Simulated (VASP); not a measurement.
# Sr in VASP: a series of runs

The runs below take Sr through single point, with PBEsol.

All numbers are computed with VASP 6.6.1; they aren't measurements. Logs are shortened: lines on timing, memory, paths and dates and some standing lists are left out, and cuts for length are marked.

### 1 The cell of the first run

It takes space group I4/mmm (No. 139, tetragonal). Conventional cell: a = 4.183 Å, b = 4.183 Å, c = 5.857 Å, α = 90.00°, β = 90.00°, γ = 90.00°. Sr (site symmetry 4/mmm) has 12 Sr at 4.16 to 4.18 Å within 5.5 Å.

### 2 Single point, PBEsol (strain along c alone, the other axes held: -1.0 %)

The input, INCAR:

```
PREC     = Accurate       # precision mode
ENCUT    = 520            # plane-wave cutoff, eV
EDIFF    = 1E-6           # SCF threshold, eV
ISMEAR   = 0              # smearing method
SIGMA    = 0.1            # smearing width, eV
LREAL    = F              # projectors in reciprocal space
LASPH    = T              # aspherical terms in the spheres
NELM     = 80             # most SCF steps
ALGO     = Fast           # electronic algorithm
ISIF     = 2              # what is computed and relaxed
LWAVE    = F              # write WAVECAR
LCHARG   = T              # write CHGCAR
GGA      = PS             # functional
LELF     = T              # ELF
LVHAR    = T            
NBANDS   = 17             # bands
```

The input, KPOINTS:

```
regular mesh
0
Gamma
  12 12 10
```

The input, POSCAR:

```
Sr
1.0
    2.9579193978      2.9579193978      0.0000000000
   -2.9579193978      2.9579193978      0.0000000000
    0.0000000000      0.0000000000      5.8566804076
Sr
2
Direct
    0.0000000000      0.0000000000      0.0000000000
    0.5000000000      0.5000000000      0.5000000000
```

Potentials or basis: VASP PAW PBE potentials, release 64 (Sr_sv).

On the command line:

```console
$ cat potpaw_PBE.64/Sr_sv/POTCAR > POTCAR
$ mpirun -np 1 vasp_std > vasp.out
```

OUTCAR:

```text
PREC = Accurate
   ENCUT = 520
   EDIFF = 1E-6
   ISMEAR = 0
   LREAL = F
   LASPH = T
   NELM = 80
   ISIF = 2
   GGA = PS

 ion  position               nearest neighbor table
   1  0.000  0.000  0.000-   2 4.16   2 4.16   2 4.16   2 4.16   2 4.16   2 4.16   2 4.16   2 4.16

   2  0.500  0.500  0.500-   1 4.16   1 4.16   1 4.16   1 4.16   1 4.16   1 4.16   1 4.16   1 4.16

  LATTYP: Found a simple tetragonal cell.
 ALAT       =     4.1831297288
 C/A-ratio  =     1.4000714267

  Lattice vectors:

 A1 = (   2.9579193978,   2.9579193978,   0.0000000000)
 A2 = (  -2.9579193978,   2.9579193978,   0.0000000000)
 A3 = (   0.0000000000,   0.0000000000,   5.8566804076)

Analysis of symmetry for initial positions (statically):
=====================================================================
 Subroutine PRICEL returns following result:

  LATTYP: Found a body centered tetragonal cell.
 ALAT       =     4.1831297288
 C/A-ratio  =     1.4000714267

  Lattice vectors:

 A1 = (   0.0000000000,  -2.9579193978,  -2.9283402038)
 A2 = (   0.0000000000,   2.9579193978,  -2.9283402038)
 A3 = (   2.9579193978,   0.0000000000,   2.9283402038)

   2 primitive cells build up your supercell.

 Routine SETGRP: Setting up the symmetry group for a
 simple tetragonal supercell.

 Subroutine GETGRP returns: Found 16 space group operations
 (whereof 16 operations were pure point group operations)
 out of a pool of 16 trial point group operations.

The static configuration has the point symmetry D_4h.

Analysis of symmetry for dynamics (positions and initial velocities):
=====================================================================
 Subroutine PRICEL returns following result:

  LATTYP: Found a body centered tetragonal cell.
 ALAT       =     4.1831297288
 C/A-ratio  =     1.4000714267

  Lattice vectors:

 A1 = (   0.0000000000,  -2.9579193978,  -2.9283402038)
 A2 = (   0.0000000000,   2.9579193978,  -2.9283402038)
 A3 = (   2.9579193978,   0.0000000000,   2.9283402038)

   2 primitive cells build up your supercell.

 Routine SETGRP: Setting up the symmetry group for a
 simple tetragonal supercell.

 Subroutine GETGRP returns: Found 16 space group operations
 (whereof 16 operations were pure point group operations)
 out of a pool of 16 trial point group operations.

The dynamic configuration has the point symmetry D_4h.

 Subroutine INISYM returns: Found 16 space group operations
 (whereof 16 operations are pure point group operations),
 and found     2 'primitive' translations

----------------------------------------------------------------------------------------

                                     Primitive cell

  volume of cell :      51.2418

  direct lattice vectors                    reciprocal lattice vectors
     0.000000000 -2.957919398 -2.928340204     0.169037737 -0.169037737 -0.170745188
     0.000000000  2.957919398 -2.928340204     0.169037737  0.169037737 -0.170745188
     2.957919398  0.000000000  2.928340204     0.338075473  0.000000000  0.000000000

  length of vectors
     4.162266632  4.162266632  4.162266632     0.293771054  0.293771054  0.338075473

  position of ions in fractional coordinates (direct lattice)
     0.000000000  0.000000000  0.000000000

  ion indices of the primitive-cell ions
   primitive index   ion index
                 1           1

----------------------------------------------------------------------------------------

 KPOINTS: regular mesh

Automatic generation of k-mesh.
 Grid dimensions read from file:
 generate k-points for:   12   12   10

 Generating k-lattice:

  Cartesian coordinates                     Fractional coordinates (reciprocal lattice)
     0.014086478  0.014086478  0.000000000     0.083333333  0.000000000  0.000000000
    -0.014086478  0.014086478  0.000000000     0.000000000  0.083333333  0.000000000
     0.000000000  0.000000000  0.017074519     0.000000000  0.000000000  0.100000000

  Length of vectors
     0.019921288  0.019921288  0.017074519

  Shift w.r.t. Gamma in fractional coordinates (k-lattice)
     0.000000000  0.000000000  0.000000000

 Subroutine IBZKPT returns following result:
 ===========================================

 Found    168 irreducible k-points:

 Following reciprocal coordinates:
            Coordinates               Weight
  0.000000  0.000000  0.000000      1.000000
  0.083333  0.000000  0.000000      4.000000
  0.166667  0.000000  0.000000      4.000000
  0.250000  0.000000  0.000000      4.000000
  0.333333  0.000000  0.000000      4.000000
  0.416667  0.000000  0.000000      4.000000
[... 16 lines left out ...]
  0.333333  0.333333  0.000000      4.000000
  0.416667  0.333333  0.000000      8.000000
 [... further k-points ...]
   k-points           NKPTS =    168   k-points in BZ     NKDIM =    168   number of bands    NBANDS=     17
   number of dos      NEDOS =    301   number of ions     NIONS =      2
   total plane-waves  NPLWV =  49152
   dimension x,y,z NGX =    32 NGY =   32 NGZ =   48
   dimension x,y,z NGXF=    64 NGYF=   64 NGZF=   96
   ions per type =               2
   NGX,Y,Z   is equivalent  to a cutoff of  12.72, 12.72, 13.63 a.u.
   NGXF,Y,Z  is equivalent  to a cutoff of  25.43, 25.43, 27.25 a.u.
 SYSTEM =  unknown system
   PREC   = accura    normal or accurate (medium, high low for compatibility)
   ISTART =      0    job   : 0-new  1-cont  2-samecut
   ICHARG =      2    charge: 1-file 2-atom 10-const
   ISPIN  =      1    spin polarized calculation?
   LNONCOLLINEAR =      F non collinear calculations
   LSORBIT =      F    spin-orbit coupling
   LASPH  =      T    aspherical Exc in radial PAW
   ENCUT  =  520.0 eV  38.22 Ry    6.18 a.u.   7.78  7.78 10.89*2*pi/ulx,y,z
   NELM   =     80;   NELMIN=  2; NELMDL= -5     # of ELM steps
   EDIFF  = 0.1E-05   stopping-criterion for ELM
   LREAL  =      F    real-space projection
   EDIFFG = 0.1E-04   stopping-criterion for IOM
   NSW    =      0    number of steps for IOM
   IBRION =     -1    ionic relax: 0-MD 1-quasi-New 2-CG
   NFREE  =      0    steps in history (QN), initial steepest desc. (CG)
   ISIF   =      2    stress and relaxation
   ISYM   =      2    0-nonsym 1-usesym 2-fastsym
   POTIM  = 0.5000    time-step for ionic-motion
   TEBEG  =    0.0;   TEEND  =   0.0 temperature during run
   PSTRESS=    0.0 pullay stress
   NELECT =      20.0000    total number of electrons
   NUPDOWN=      -1.0000    fix difference up-down
   EMIN   =  10.00;   EMAX   =-10.00  energy-range for DOS
   EFERMI =   0.00;   METHOD = LEGACY
   ISMEAR =     0;   SIGMA  =   0.10  broadening in eV -4-tet -1-fermi 0-gaus
   EFERMI_NEDOS =   21; number of points for ismear=-14 and -15
   IALGO  =     68    algorithm
   IMIX   =      4    mixing-type and parameters
     AMIX     =   0.40;   BMIX     =  1.00
     AMIX_MAG =   1.60;   BMIX_MAG =  1.00
  volume/ion in A,a.u.               =      51.24       345.80
  Fermi-wavevector in a.u.,A,eV,Ry     =   0.949584  1.794454 12.268509  0.901710
  Thomas-Fermi vector in A             =   2.077881
   LORBIT       =      0    0 simple, 1 ext, 2 COOP (PROOUT), +10 PAW based schemes
   GGA     = PS    functional components
   LHFCALC =     F    Hartree Fock is set to
   AEXX    =    0.0000 exact exchange contribution
   IVDW    =     0    specifies the selected vdW correction
   LEPSILON=     F    determine dielectric tensor
   LRPA    =     F    only Hartree local field effects (RPA)
 non-spin polarized calculation
 RMM-DIIS sequential band-by-band and
 Gauss-broadening in eV      SIGMA  =   0.10
  energy-cutoff  :      520.00
  volume of cell :      102.48
 maximum number of plane-waves:      2784
 NGX is ok and might be reduce to    32
   NGX = 15   NGY = 15   NGZ = 21

 number of electron      20.0000000 magnetization

 Free energy of the ion-electron system (eV)
  ---------------------------------------------------
  ext. energy  EPLUGINS =         0.00000000
  ---------------------------------------------------
  free energy    TOTEN  =        -3.68539426 eV

  energy without entropy =       -3.67509064  energy(sigma->0) =       -3.68024245

 E-fermi :   1.7597     XC(G=0):  -7.6538

 val. band max:        1.7507981154   @ k =   0.2500   0.2500   0.1000
 cond. band min:       1.7613568997   @ k =   0.2500   0.2500   0.0000
 fundamental gap:      0.0105587844
 Fermi energy:         1.7596971504

 k-point     1 :       0.0000    0.0000    0.0000
  band No.  band energies     occupation
      1     -34.6614      2.00000
      2     -34.6346      2.00000
      3     -16.7880      2.00000
      4     -16.6437      2.00000
      5     -16.6437      2.00000
      6     -16.5486      2.00000
[... 9 lines left out ...]
     16       5.6920      0.00000
     17       5.7829      0.00000

 k-point     2 :       0.0833    0.0000    0.0000
  band No.  band energies     occupation
      1     -34.6605      2.00000
      2     -34.6346      2.00000
      3     -16.7831      2.00000
      4     -16.6511      2.00000
      5     -16.6414      2.00000
      6     -16.5594      2.00000
[... 9 lines left out ...]
     16       5.5941      0.00000
     17       5.7823      0.00000

 k-point     3 :       0.1667    0.0000    0.0000
  band No.  band energies     occupation
      1     -34.6580      2.00000
      2     -34.6348      2.00000
      3     -16.7689      2.00000
      4     -16.6707      2.00000
      5     -16.6346      2.00000
      6     -16.5891      2.00000
[... 9 lines left out ...]
     16       5.3540      0.00000
     17       5.7952      0.00000

 k-point     4 :       0.2500    0.0000    0.0000
  band No.  band energies     occupation
      1     -34.6543      2.00000
      2     -34.6353      2.00000
      3     -16.7467      2.00000
      4     -16.6963      2.00000
      5     -16.6303      2.00000
      6     -16.6243      2.00000
[... 9 lines left out ...]
     16       5.0715      0.00000
     17       5.3173      0.00000

 k-point     5 :       0.3333    0.0000    0.0000
  band No.  band energies     occupation
      1     -34.6500      2.00000
      2     -34.6365      2.00000
      3     -16.7195      2.00000
      4     -16.7187      2.00000
      5     -16.6733      2.00000
      6     -16.6117      2.00000
[... 9 lines left out ...]
     16       4.8301      0.00000
     17       4.9571      0.00000

 k-point     6 :       0.4167    0.0000    0.0000
  band No.  band energies     occupation
      1     -34.6456      2.00000
      2     -34.6386      2.00000
      3     -16.7323      2.00000
      4     -16.7085      2.00000
      5     -16.6873      2.00000
      6     -16.6249      2.00000
[... 9 lines left out ...]
     16       4.7329      0.00000
     17       5.1039      0.00000
[... 281 lines left out ...]
 k-point    21 :       0.4167    0.2500    0.0000
  band No.  band energies     occupation
      1     -34.6414      2.00000
      2     -34.6365      2.00000
      3     -16.7496      2.00000
      4     -16.7341      2.00000
      5     -16.6712      2.00000
      6     -16.6298      2.00000
[... 9 lines left out ...]
     16       5.2908      0.00000
     17       5.5772      0.00000

 k-point    22 :       0.5000    0.2500    0.0000
  band No.  band energies     occupation
      1     -34.6386      2.00000
      2     -34.6386      2.00000
      3     -16.7497      2.00000
      4     -16.7497      2.00000
      5     -16.6482      2.00000
      6     -16.6482      2.00000
[... 9 lines left out ...]
     16       5.2088      0.00000
     17       6.0078      0.00000

 k-point    23 :       0.3333    0.3333    0.0000
  band No.  band energies     occupation
      1     -34.6419      2.00000
      2     -34.6352      2.00000
      3     -16.7524      2.00000
      4     -16.7316      2.00000
      5     -16.6783      2.00000
      6     -16.6404      2.00000
[... 9 lines left out ...]
     16       5.5136      0.00000
     17       5.5234      0.00000

 k-point    24 :       0.4167    0.3333    0.0000
  band No.  band energies     occupation
      1     -34.6392      2.00000
      2     -34.6357      2.00000
      3     -16.7653      2.00000
      4     -16.7547      2.00000
      5     -16.6612      2.00000
      6     -16.6367      2.00000
[... 9 lines left out ...]
     16       5.7734      0.00000
     17       5.9187      0.00000

 [... further k-points ...]

------------------------ aborting loop because EDIFF is reached ----------------------------------------

  FORCE on cell =-STRESS in cart. coord.  units (eV):
  Direction    XX          YY          ZZ          XY          YZ          ZX
  --------------------------------------------------------------------------------------
  -------------------------------------------------------------------------------------
  Total        0.1009558      0.1009558      0.1111543      0.0000000      0.0000000     -0.0000000
  in kB        1.5782927      1.5782927      1.7377308      0.0000000      0.0000000     -0.0000000
  external PRESSURE =       1.6314387 kB  Pullay stress =       0.0000000 kB

 VOLUME and BASIS-vectors are now :
 -----------------------------------------------------------------------------
  energy-cutoff  :      520.00
  volume of cell :      102.48
      direct lattice vectors                 reciprocal lattice vectors
     2.957919398  2.957919398  0.000000000     0.169037737  0.169037737  0.000000000
    -2.957919398  2.957919398  0.000000000    -0.169037737  0.169037737  0.000000000
     0.000000000  0.000000000  5.856680408     0.000000000  0.000000000  0.170745188

 POSITION                                       TOTAL-FORCE (eV/Angst)
 -----------------------------------------------------------------------------------
      0.00000      0.00000      0.00000         0.000000     -0.000000     -0.000000
      0.00000      2.95792      2.92834        -0.000000      0.000000      0.000000
 -----------------------------------------------------------------------------------
    total drift:                               -0.000000      0.000000     -0.000000

  FREE ENERGIE OF THE ION-ELECTRON SYSTEM (eV)
  ---------------------------------------------------
  free  energy   TOTEN  =        -3.6853942556 eV

  energy  without entropy=       -3.6750906378  energy(sigma->0) =       -3.68024245
```

It took 3.3 min on 1 thread of Oxide Virtual Turin-like, shared host; peak memory 0.36 GiB.

What came out:

* Free energy: -3.6854 eV
* Pressure: 0.2 GPa
* Band gap on the k mesh: zero (filled and empty bands touch)

Levels at points of the mesh, in eV from the Fermi level:
```csv
k point,band 6,band 7,band 8,band 9,band 10,band 11,band 12,band 13,band 14,band 15
"(0.00, 0.00, 0.00)",-18.31,-18.31,-18.31,-3.79,-0.73,0.24,1.26,2.37,2.37,2.42
"(0.50, 0.00, 0.00)",-18.41,-18.34,-18.34,-1.38,-1.38,0.87,0.87,1.22,1.22,2.88
"(0.50, 0.50, 0.00)",-18.40,-18.40,-18.40,-0.75,-0.75,0.26,0.26,1.17,1.17,5.13
"(0.00, 0.00, 0.50)",-18.36,-18.36,-18.36,-2.45,-2.45,1.07,1.07,2.20,2.20,3.11
"(0.50, 0.00, 0.50)",-18.34,-18.34,-18.34,-1.20,-1.20,0.15,0.15,2.18,2.18,2.25
"(0.50, 0.50, 0.50)",-18.47,-18.40,-18.40,0.01,0.01,0.63,0.63,0.63,0.63,2.40
```

Caveat: the cell differs from its parent crystal (strain along c alone, the other axes held: -1.0 %); the PAW data sets were made with another functional, which shifts forces and pressure a little.

### 3 Single point, PBEsol

This run uses another cell than the first one, of 51.76 Å³/atom.

The input, INCAR:

```
PREC     = Accurate       # precision mode
ENCUT    = 520            # plane-wave cutoff, eV
EDIFF    = 1E-6           # SCF threshold, eV
ISMEAR   = 0              # smearing method
SIGMA    = 0.1            # smearing width, eV
LREAL    = False          # projectors in reciprocal space
LASPH    = True           # aspherical terms in the spheres
NELM     = 60             # most SCF steps
ALGO     = Fast           # electronic algorithm
ISIF     = 2              # what is computed and relaxed
LWAVE    = False          # write WAVECAR
LCHARG   = True           # write CHGCAR
GGA      = PS             # functional
LELF     = True           # ELF
LVHAR    = True         
NBANDS   = 17             # bands
```

The input, KPOINTS:

```
Automatic mesh
0
Gamma
  12 12 10
```

POSCAR: that of step 2 with these lines changed.

```diff
@@ -4,3 +4,3 @@
    -2.9579193978      2.9579193978      0.0000000000
-    0.0000000000      0.0000000000      5.8566804076
+    0.0000000000      0.0000000000      5.9158387956
 Sr
```

Potentials or basis: VASP PAW PBE potentials, release 64 (Sr_sv).

On the command line:

```console
$ cat potpaw_PBE.64/Sr_sv/POTCAR > POTCAR
$ mpirun -np 1 vasp_std > vasp.out
```

Run time: 2.8 min. Hardware: 1 thread of Oxide Virtual Turin-like, shared host; peak memory 0.35 GiB.

Results (log left out):

- Free energy: -3.6861 eV
- Pressure: 0.0 GPa
- Band gap on the k mesh: zero (filled and empty bands overlap)

Levels at points of the mesh, in eV from the Fermi level:
| k point | band 8 | band 9 | band 10 | band 11 | band 12 | band 13 |
| --- | --- | --- | --- | --- | --- | --- |
| (0.00, 0.00, 0.00) | -18.33 | -3.77 | -0.73 | 0.26 | 1.18 | 2.38 |
| (0.50, 0.00, 0.00) | -18.36 | -1.37 | -1.37 | 0.84 | 0.84 | 1.22 |
| (0.50, 0.50, 0.00) | -18.42 | -0.73 | -0.73 | 0.26 | 0.26 | 1.18 |
| (0.00, 0.00, 0.50) | -18.37 | -2.46 | -2.46 | 1.08 | 1.08 | 2.15 |
| (0.50, 0.00, 0.50) | -18.36 | -1.19 | -1.19 | 0.14 | 0.14 | 2.21 |
| (0.50, 0.50, 0.50) | -18.42 | 0.01 | 0.01 | 0.64 | 0.64 | 0.64 |

Caveat: the PAW data sets were made with another functional, which shifts forces and pressure a little.

### 4 Single point, PBEsol (strain along c alone, the other axes held: +1.0 %)

The input, INCAR:

```
PREC = Accurate
ENCUT = 520
EDIFF = 1E-7
ISMEAR = 0
SIGMA = 0.1
LREAL = F
LASPH = T
NELM = 60
ALGO = Fast
ISIF = 2
LWAVE = F
LCHARG = F
GGA = PS
NBANDS = 17
```

The input, KPOINTS:

```
regular mesh
0
Gamma
  12 12 10
```

POSCAR: that of step 3 with these lines changed.

```diff
@@ -4,3 +4,3 @@
    -2.9579193978      2.9579193978      0.0000000000
-    0.0000000000      0.0000000000      5.9158387956
+    0.0000000000      0.0000000000      5.9749971836
 Sr
```

On the command line:

```console
$ cat potpaw_PBE.64/Sr_sv/POTCAR > POTCAR
$ mpirun -np 1 vasp_std > vasp.out
```

It took 4.5 min on 1 thread of Oxide Virtual Turin-like, shared host; peak memory 0.36 GiB.

Results (log left out):

| Quantity | Value |
| --- | --- |
| Free energy | -3.6857 eV |
| Pressure | -0.1 GPa |
| Band gap on the k mesh | zero (bands 10 and 11 overlap by 0.02 eV) |

Stress tensor (GPa, compression positive):
```
-0.06  0.00  0.00
 0.00 -0.06  0.00
 0.00  0.00 -0.14
```

Levels at points of the mesh, in eV from the Fermi level:
```tsv
k point	band 7	band 8	band 9	band 10	band 11	band 12	band 13	band 14
(0.00, 0.00, 0.00)	-18.35	-18.35	-3.75	-0.74	0.29	1.09	2.33	2.39
(0.50, 0.00, 0.00)	-18.38	-18.38	-1.36	-1.36	0.81	0.81	1.22	1.22
(0.50, 0.50, 0.00)	-18.43	-18.43	-0.71	-0.71	0.27	0.27	1.18	1.18
(0.00, 0.00, 0.50)	-18.39	-18.39	-2.47	-2.47	1.08	1.08	2.10	2.10
(0.50, 0.00, 0.50)	-18.38	-18.38	-1.18	-1.18	0.12	0.12	2.17	2.17
(0.50, 0.50, 0.50)	-18.44	-18.44	0.01	0.01	0.65	0.65	0.65	0.65
```

Caveat: the cell differs from its parent crystal (strain along c alone, the other axes held: +1.0 %); the PAW data sets were made with another functional, which shifts forces and pressure a little.

(Part 1 of 2 ends here.)
